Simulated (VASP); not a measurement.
# CdF2 (R3m) in VASP: further runs

CdF2 is run at these levels: LDA; tasks: single point.

Everything below comes from runs of VASP 6.6.1. Logs are shortened: lines on timing, memory, paths and dates and some standing lists are left out, and cuts for length are marked.

## (1) The cell of the first run

Symmetry: R3m, No. 160, trigonal system. Conventional cell: a = 3.810 Å, b = 3.810 Å, c = 9.332 Å, α = 90.00°, β = 90.00°, γ = 120.00°. Cd (site symmetry 3m) has 8 F at 2.03 to 2.63 Å within 2.7 Å. F (site symmetry 3m) has 4 Cd at 2.25 to 2.63 Å and 6 F at 2.69 Å within 3.0 Å. Within 2.7 Å of F (site symmetry 3m) lie 4 Cd at 2.03 to 2.45 Å and 6 F at 2.69 Å.

## (2) Single point, LDA (all Cd atoms moved -0.300 Å, as atom 1 along Cartesian [1 1 1])

INCAR

```
ALGO = Normal ; EDIFF = 1E-6
ENCUT = 600 ; GGA_COMPAT = F
ISIF = 2 ; ISMEAR = 0
LASPH = T ; LCHARG = T
LELF = T ; LREAL = F
LVHAR = T ; LWAVE = F
NBANDS = 24 ; NELM = 120
PREC = Accurate ; SIGMA = 0.05
```

KPOINTS

```
k-points
0
Gamma
  8 8 8
```

POSCAR

```
CdF2
1.0
    0.0000000000      2.6940000000      2.6940000000
    2.6940000000      0.0000000000      2.6940000000
    2.6940000000      2.6940000000      0.0000000000
Cd F
1 2
Direct
   -0.0321464515     -0.0321464515     -0.0321464515
    0.2500000000      0.2500000000      0.2500000000
    0.7500000000      0.7500000000      0.7500000000
```

Potentials or basis: VASP PAW LDA potentials, release 64 (Cd_sv_GW, F).

The run is started by

```sh
$ cat potpaw_LDA.64/Cd_sv_GW/POTCAR potpaw_LDA.64/F/POTCAR > POTCAR
$ mpirun -np 1 vasp_std > vasp.out
```

OUTCAR:

```text
EDIFF = 1E-6
   ENCUT = 600
   ISIF = 2
   ISMEAR = 0
   LASPH = T
   LREAL = F
   NELM = 120
   PREC = Accurate

 ion  position               nearest neighbor table
   1  0.968  0.968  0.968-   3 2.03   2 2.25   2 2.25   2 2.25
   2  0.250  0.250  0.250-   1 2.25   1 2.25   1 2.25
   3  0.750  0.750  0.750-   1 2.03

  LATTYP: Found a face centered cubic cell.
 ALAT       =     5.3880000000

  Lattice vectors:

 A1 = (   0.0000000000,   2.6940000000,   2.6940000000)
 A2 = (   2.6940000000,   0.0000000000,   2.6940000000)
 A3 = (   2.6940000000,   2.6940000000,   0.0000000000)

Analysis of symmetry for initial positions (statically):
=====================================================================
 Subroutine PRICEL returns:
 Original cell was already a primitive cell.

 Routine SETGRP: Setting up the symmetry group for a
 face centered cubic supercell.

 Subroutine GETGRP returns: Found  6 space group operations
 (whereof  6 operations were pure point group operations)
 out of a pool of 48 trial point group operations.

The static configuration has the point symmetry C_3v.

Analysis of symmetry for dynamics (positions and initial velocities):
=====================================================================
 Subroutine PRICEL returns:
 Original cell was already a primitive cell.

 Routine SETGRP: Setting up the symmetry group for a
 face centered cubic supercell.

 Subroutine GETGRP returns: Found  6 space group operations
 (whereof  6 operations were pure point group operations)
 out of a pool of 48 trial point group operations.

The dynamic configuration has the point symmetry C_3v.

 Subroutine INISYM returns: Found  6 space group operations
 (whereof  6 operations are pure point group operations),
 and found     1 'primitive' translations

----------------------------------------------------------------------------------------

                                     Primitive cell

  volume of cell :      39.1041

  direct lattice vectors                    reciprocal lattice vectors
     0.000000000  2.694000000  2.694000000    -0.185597624  0.185597624  0.185597624
     2.694000000  0.000000000  2.694000000     0.185597624 -0.185597624  0.185597624
     2.694000000  2.694000000  0.000000000     0.185597624  0.185597624 -0.185597624

  length of vectors
     3.809891337  3.809891337  3.809891337     0.321464515  0.321464515  0.321464515

  position of ions in fractional coordinates (direct lattice)
     0.967853549  0.967853549  0.967853549
     0.250000000  0.250000000  0.250000000
     0.750000000  0.750000000  0.750000000

  ion indices of the primitive-cell ions
   primitive index   ion index
                 1           1
                 2           2
                 3           3

----------------------------------------------------------------------------------------

 KPOINTS: k-points

Automatic generation of k-mesh.
 Grid dimensions read from file:
 generate k-points for:    8    8    8

 Generating k-lattice:

  Cartesian coordinates                     Fractional coordinates (reciprocal lattice)
    -0.023199703  0.023199703  0.023199703     0.125000000  0.000000000  0.000000000
     0.023199703 -0.023199703  0.023199703     0.000000000  0.125000000  0.000000000
     0.023199703  0.023199703 -0.023199703     0.000000000  0.000000000  0.125000000

  Length of vectors
     0.040183064  0.040183064  0.040183064

  Shift w.r.t. Gamma in fractional coordinates (k-lattice)
     0.000000000  0.000000000  0.000000000

 Subroutine IBZKPT returns following result:
 ===========================================

 Found     65 irreducible k-points:

 Following reciprocal coordinates:
            Coordinates               Weight
  0.000000  0.000000  0.000000      1.000000
  0.125000  0.000000  0.000000      6.000000
  0.125000  0.125000  0.125000      2.000000
  0.250000  0.000000  0.000000      6.000000
  0.250000  0.250000  0.250000      2.000000
  0.375000  0.000000  0.000000      6.000000
[... 16 lines left out ...]
 -0.250000  0.125000  0.000000     12.000000
  0.125000  0.125000  0.375000      6.000000
 [... further k-points ...]
   k-points           NKPTS =     65   k-points in BZ     NKDIM =     65   number of bands    NBANDS=     24
   number of dos      NEDOS =    301   number of ions     NIONS =      3
   total plane-waves  NPLWV =  27000
   dimension x,y,z NGX =    30 NGY =   30 NGZ =   30
   dimension x,y,z NGXF=    60 NGYF=   60 NGZF=   60
   ions per type =               1   2
   NGX,Y,Z   is equivalent  to a cutoff of  13.09, 13.09, 13.09 a.u.
   NGXF,Y,Z  is equivalent  to a cutoff of  26.18, 26.18, 26.18 a.u.
 SYSTEM =  unknown system
   PREC   = accura    normal or accurate (medium, high low for compatibility)
   ISTART =      0    job   : 0-new  1-cont  2-samecut
   ICHARG =      2    charge: 1-file 2-atom 10-const
   ISPIN  =      1    spin polarized calculation?
   LNONCOLLINEAR =      F non collinear calculations
   LSORBIT =      F    spin-orbit coupling
   LASPH  =      T    aspherical Exc in radial PAW
   ENCUT  =  600.0 eV  44.10 Ry    6.64 a.u.   7.61  7.61  7.61*2*pi/ulx,y,z
   NELM   =    120;   NELMIN=  2; NELMDL= -5     # of ELM steps
   EDIFF  = 0.1E-05   stopping-criterion for ELM
   LREAL  =      F    real-space projection
   EDIFFG = 0.1E-04   stopping-criterion for IOM
   NSW    =      0    number of steps for IOM
   IBRION =     -1    ionic relax: 0-MD 1-quasi-New 2-CG
   NFREE  =      0    steps in history (QN), initial steepest desc. (CG)
   ISIF   =      2    stress and relaxation
   ISYM   =      2    0-nonsym 1-usesym 2-fastsym
   POTIM  = 0.5000    time-step for ionic-motion
   TEBEG  =    0.0;   TEEND  =   0.0 temperature during run
   PSTRESS=    0.0 pullay stress
   NELECT =      34.0000    total number of electrons
   NUPDOWN=      -1.0000    fix difference up-down
   EMIN   =  10.00;   EMAX   =-10.00  energy-range for DOS
   EFERMI =   0.00;   METHOD = LEGACY
   ISMEAR =     0;   SIGMA  =   0.05  broadening in eV -4-tet -1-fermi 0-gaus
   EFERMI_NEDOS =   21; number of points for ismear=-14 and -15
   IALGO  =     38    algorithm
   IMIX   =      4    mixing-type and parameters
     AMIX     =   0.40;   BMIX     =  1.00
     AMIX_MAG =   1.60;   BMIX_MAG =  1.00
  volume/ion in A,a.u.               =      13.03        87.96
  Fermi-wavevector in a.u.,A,eV,Ry     =   1.562525  2.952743 33.218397  2.441483
  Thomas-Fermi vector in A             =   2.665430
   LORBIT       =      0    0 simple, 1 ext, 2 COOP (PROOUT), +10 PAW based schemes
   GGA     = CA    functional components
   LHFCALC =     F    Hartree Fock is set to
   AEXX    =    0.0000 exact exchange contribution
   IVDW    =     0    specifies the selected vdW correction
   LEPSILON=     F    determine dielectric tensor
   LRPA    =     F    only Hartree local field effects (RPA)
 non-spin polarized calculation
 Gauss-broadening in eV      SIGMA  =   0.05
  energy-cutoff  :      600.00
  volume of cell :       39.10
 maximum number of plane-waves:      1323
   NGX = 15   NGY = 15   NGZ = 15

 number of electron      33.9999988 magnetization

 Free energy of the ion-electron system (eV)
  ---------------------------------------------------
  ext. energy  EPLUGINS =         0.00000000
  ---------------------------------------------------
  free energy    TOTEN  =       -12.53497758 eV

  energy without entropy =      -12.53497758  energy(sigma->0) =      -12.53497758

 E-fermi :   0.4372     XC(G=0): -11.2710

 val. band max:        0.2336575801   @ k =   0.5000   0.5000   0.0000
 cond. band min:       3.0892886215   @ k =   0.0000   0.0000   0.0000
 fundamental gap:      2.8556310414
 Fermi energy:         0.4371844586

 k-point     1 :       0.0000    0.0000    0.0000
  band No.  band energies     occupation
      1     -97.4716      2.00000
      2     -58.8953      2.00000
      3     -58.8953      2.00000
      4     -58.8938      2.00000
      5     -20.2983      2.00000
      6     -19.1624      2.00000
[... 16 lines left out ...]
     23      19.3747      0.00000
     24      19.3747      0.00000

 k-point     2 :       0.1250    0.0000    0.0000
  band No.  band energies     occupation
      1     -97.4716      2.00000
      2     -58.8958      2.00000
      3     -58.8955      2.00000
      4     -58.8940      2.00000
      5     -20.2468      2.00000
      6     -19.2050      2.00000
[... 16 lines left out ...]
     23      19.0845      0.00000
     24      19.2702      0.00000

 k-point     3 :       0.1250    0.1250    0.1250
  band No.  band energies     occupation
      1     -97.4716      2.00000
      2     -58.8955      2.00000
      3     -58.8955      2.00000
      4     -58.8943      2.00000
      5     -20.2456      2.00000
      6     -19.2063      2.00000
[... 16 lines left out ...]
     23      19.0391      0.00000
     24      19.0391      0.00000

 k-point     4 :       0.2500    0.0000    0.0000
  band No.  band energies     occupation
      1     -97.4715      2.00000
      2     -58.8968      2.00000
      3     -58.8957      2.00000
      4     -58.8943      2.00000
      5     -20.1068      2.00000
      6     -19.3215      2.00000
[... 16 lines left out ...]
     23      18.5668      0.00000
     24      19.7112      0.00000

 k-point     5 :       0.2500    0.2500    0.2500
  band No.  band energies     occupation
      1     -97.4715      2.00000
      2     -58.8957      2.00000
      3     -58.8957      2.00000
      4     -58.8955      2.00000
      5     -20.1030      2.00000
      6     -19.3253      2.00000
[... 16 lines left out ...]
     23      18.4595      0.00000
     24      19.6576      0.00000

 k-point     6 :       0.3750    0.0000    0.0000
  band No.  band energies     occupation
      1     -97.4715      2.00000
      2     -58.8975      2.00000
      3     -58.8958      2.00000
      4     -58.8944      2.00000
      5     -19.9161      2.00000
      6     -19.4859      2.00000
[... 16 lines left out ...]
     23      18.1806      0.00000
     24      19.2559      0.00000
[... 379 lines left out ...]
 k-point    21 :       0.1250    0.1250    0.5000
  band No.  band energies     occupation
      1     -97.4715      2.00000
      2     -58.8976      2.00000
      3     -58.8959      2.00000
      4     -58.8948      2.00000
      5     -19.8301      2.00000
      6     -19.5558      2.00000
[... 16 lines left out ...]
     23      18.0058      0.00000
     24      20.6049      0.00000

 k-point    22 :      -0.3750    0.5000   -0.3750
  band No.  band energies     occupation
      1     -97.4715      2.00000
      2     -58.8964      2.00000
      3     -58.8961      2.00000
      4     -58.8959      2.00000
      5     -19.8249      2.00000
      6     -19.5600      2.00000
[... 16 lines left out ...]
     23      17.9031      0.00000
     24      20.7064      0.00000

 k-point    23 :      -0.2500    0.1250    0.0000
  band No.  band energies     occupation
      1     -97.4715      2.00000
      2     -58.8971      2.00000
      3     -58.8960      2.00000
      4     -58.8944      2.00000
      5     -20.0157      2.00000
      6     -19.3944      2.00000
[... 16 lines left out ...]
     23      18.0910      0.00000
     24      20.6876      0.00000

 k-point    24 :       0.1250    0.1250    0.3750
  band No.  band energies     occupation
      1     -97.4715      2.00000
      2     -58.8969      2.00000
      3     -58.8958      2.00000
      4     -58.8948      2.00000
      5     -20.0127      2.00000
      6     -19.3975      2.00000
[... 16 lines left out ...]
     23      17.9187      0.00000
     24      20.8131      0.00000

 [... further k-points ...]

------------------------ aborting loop because EDIFF is reached ----------------------------------------

  FORCE on cell =-STRESS in cart. coord.  units (eV):
  Direction    XX          YY          ZZ          XY          YZ          ZX
  --------------------------------------------------------------------------------------
  -------------------------------------------------------------------------------------
  Total       -0.2156451     -0.2156451     -0.2156451      0.8817218      0.8817218      0.8817218
  in kB       -8.8354241     -8.8354241     -8.8354241     36.1259578     36.1259578     36.1259578
  external PRESSURE =      -8.8354241 kB  Pullay stress =       0.0000000 kB

 VOLUME and BASIS-vectors are now :
 -----------------------------------------------------------------------------
  energy-cutoff  :      600.00
  volume of cell :       39.10
      direct lattice vectors                 reciprocal lattice vectors
     0.000000000  2.694000000  2.694000000    -0.185597624  0.185597624  0.185597624
     2.694000000  0.000000000  2.694000000     0.185597624 -0.185597624  0.185597624
     2.694000000  2.694000000  0.000000000     0.185597624  0.185597624 -0.185597624

 POSITION                                       TOTAL-FORCE (eV/Angst)
 -----------------------------------------------------------------------------------
      5.21479      5.21479      5.21479         1.193450      1.193450      1.193450
      1.34700      1.34700      1.34700        -0.149323     -0.149323     -0.149323
      4.04100      4.04100      4.04100        -1.044127     -1.044127     -1.044127
 -----------------------------------------------------------------------------------
    total drift:                               -0.006523     -0.006523     -0.006522

  FREE ENERGIE OF THE ION-ELECTRON SYSTEM (eV)
  ---------------------------------------------------
  free  energy   TOTEN  =       -12.5349775759 eV

  energy  without entropy=      -12.5349775759  energy(sigma->0) =      -12.53497758
```

Wall time 1.8 min (1 thread of Intel Xeon Platinum 8488C (Sapphire Rapids), shared host); peak memory 0.21 GiB.

What came out:

```
Free energy            : -12.5350 eV
Pressure               : -0.9 GPa
Largest force          : 2.067 eV/Å
Band gap on the k mesh : 2.86 eV (least direct gap 3.35 eV)
```

Forces in eV/Å, atoms in the order of the input:
```
Cd   1.193  1.193  1.193
F   -0.149 -0.149 -0.149
F   -1.044 -1.044 -1.044
```

Levels at points of the mesh, in eV from the valence-band top:
```tsv
k point	band 13	band 14	band 15	band 16	band 17	band 18	band 19	band 20	band 21	band 22
(0.00, 0.00, 0.00)	-0.87	-0.87	-0.51	-0.51	-0.49	2.86	12.39	12.39	12.83	16.99
(0.50, 0.00, 0.00)	-2.25	-1.83	-1.66	-0.42	-0.33	6.95	8.79	14.21	14.64	17.34
(0.50, 0.50, 0.50)	-2.14	-1.86	-1.86	-0.41	-0.41	6.95	8.96	14.21	14.21	17.66
(0.50, 0.50, 0.00)	-2.96	-2.39	-0.42	-0.26	0.00	7.73	9.43	11.30	14.00	14.40
```

Caveat: the cell differs from its parent crystal (all Cd atoms moved -0.300 Å, as atom 1 along Cartesian [1 1 1]); forces of over 1 eV/Å act on the atoms, so gaps and moduli don't describe the material at rest.

## (3) Single point, LDA (all Cd atoms moved +0.188 Å, as atom 1 along Cartesian [1 1 1])

INCAR

```
SYSTEM = CdF2
PREC     = Accurate       ! precision mode
ENCUT    = 600            ! plane-wave cutoff, eV
EDIFF    = 1E-6           ! SCF threshold, eV
ISMEAR   = 0              ! smearing method
SIGMA    = 0.05           ! smearing width, eV
LREAL    = .False.        ! projectors in reciprocal space
LASPH    = .True.         ! aspherical terms in the spheres
NELM     = 120            ! most SCF steps
ALGO     = Normal         ! electronic algorithm
ISIF     = 2              ! what is computed and relaxed
LWAVE    = .False.        ! write WAVECAR
LCHARG   = .False.        ! write CHGCAR
NBANDS   = 24             ! bands
GGA_COMPAT= .False.
```

KPOINTS

```
Automatic mesh
0
Gamma
  8 8 8
  0 0 0
```

POSCAR: that of step 2 with these lines changed.

```diff
@@ -8,3 +8,3 @@
 Direct
-   -0.0321464515     -0.0321464515     -0.0321464515
+    0.0200915322      0.0200915322      0.0200915322
     0.2500000000      0.2500000000      0.2500000000
```

Potentials or basis: VASP PAW LDA potentials, release 64 (Cd_sv_GW, F).

The run is started by

```sh
$ cat potpaw_LDA.64/Cd_sv_GW/POTCAR potpaw_LDA.64/F/POTCAR > POTCAR
$ mpirun -np 1 vasp_std > vasp.out
```

OUTCAR:

```text
SYSTEM = CdF2
   PREC = Accurate
   ENCUT = 600
   EDIFF = 1E-6
   ISMEAR = 0
   LREAL = .False.
   LASPH = .True.
   NELM = 120
   ISIF = 2

 ion  position               nearest neighbor table
   1  0.020  0.020  0.020-   2 2.15   3 2.28   3 2.28   3 2.28
   2  0.250  0.250  0.250-   1 2.15
   3  0.750  0.750  0.750-   1 2.28   1 2.28   1 2.28

  LATTYP: Found a face centered cubic cell.
 ALAT       =     5.3880000000

  Lattice vectors:

 A1 = (   0.0000000000,   2.6940000000,   2.6940000000)
 A2 = (   2.6940000000,   0.0000000000,   2.6940000000)
[... 837 lines left out ...]
  FORCE on cell =-STRESS in cart. coord.  units (eV):
  Direction    XX          YY          ZZ          XY          YZ          ZX
  --------------------------------------------------------------------------------------
  -------------------------------------------------------------------------------------
  Total       -1.0489382     -1.0489382     -1.0489382      0.3100889      0.3100889      0.3100889
  in kB      -42.9771584    -42.9771584    -42.9771584     12.7049824     12.7049824     12.7049824
  external PRESSURE =     -42.9771584 kB  Pullay stress =       0.0000000 kB

 VOLUME and BASIS-vectors are now :
 -----------------------------------------------------------------------------
  energy-cutoff  :      600.00
  volume of cell :       39.10
      direct lattice vectors                 reciprocal lattice vectors
     0.000000000  2.694000000  2.694000000    -0.185597624  0.185597624  0.185597624
     2.694000000  0.000000000  2.694000000     0.185597624 -0.185597624  0.185597624
     2.694000000  2.694000000  0.000000000     0.185597624  0.185597624 -0.185597624

 POSITION                                       TOTAL-FORCE (eV/Angst)
 -----------------------------------------------------------------------------------
      0.10825      0.10825      0.10825        -0.577744     -0.577744     -0.577744
      1.34700      1.34700      1.34700         0.444557      0.444557      0.444557
      4.04100      4.04100      4.04100         0.133188      0.133188      0.133188
 -----------------------------------------------------------------------------------
    total drift:                                0.001133      0.001133      0.001133

  FREE ENERGIE OF THE ION-ELECTRON SYSTEM (eV)
  ---------------------------------------------------
  free  energy   TOTEN  =       -12.7026520493 eV

  energy  without entropy=      -12.7026520493  energy(sigma->0) =      -12.70265205
```

stdout:

```text
POSCAR found type information on POSCAR CdF
 POSCAR found :  2 types and       3 ions
 scaLAPACK will be used
 LDA part: xc-table for (Slater(with rela. corr.)+CA(PZ))
 , standard interpolation
 POSCAR, INCAR and KPOINTS ok, starting setup
 FFT: planning ... GRIDC
 FFT: planning ... GRID_SOFT
 FFT: planning ... GRID
 WAVECAR not read
 entering main loop
```

Wall time 35 s (1 thread of Intel Xeon 6975P-C (Granite Rapids), shared host); peak memory 0.21 GiB.

Results:

```
Free energy            : -12.7027 eV
Pressure               : -4.3 GPa
Largest force          : 1.001 eV/Å
Band gap on the k mesh : 2.85 eV (least direct gap 3.32 eV)
```

Forces in eV/Å, atoms in the order of the input:
```
Cd  -0.578 -0.578 -0.578
F    0.445  0.445  0.445
F    0.133  0.133  0.133
```

Stress tensor (GPa, compression positive):
```
-4.30  1.27  1.27
 1.27 -4.30  1.27
 1.27  1.27 -4.30
```

Caveat: the cell differs from its parent crystal (all Cd atoms moved +0.188 Å, as atom 1 along Cartesian [1 1 1]); the cell stands under tension; forces of over 1 eV/Å act on the atoms, so gaps and moduli don't describe the material at rest.

[end of part 1 of 2]
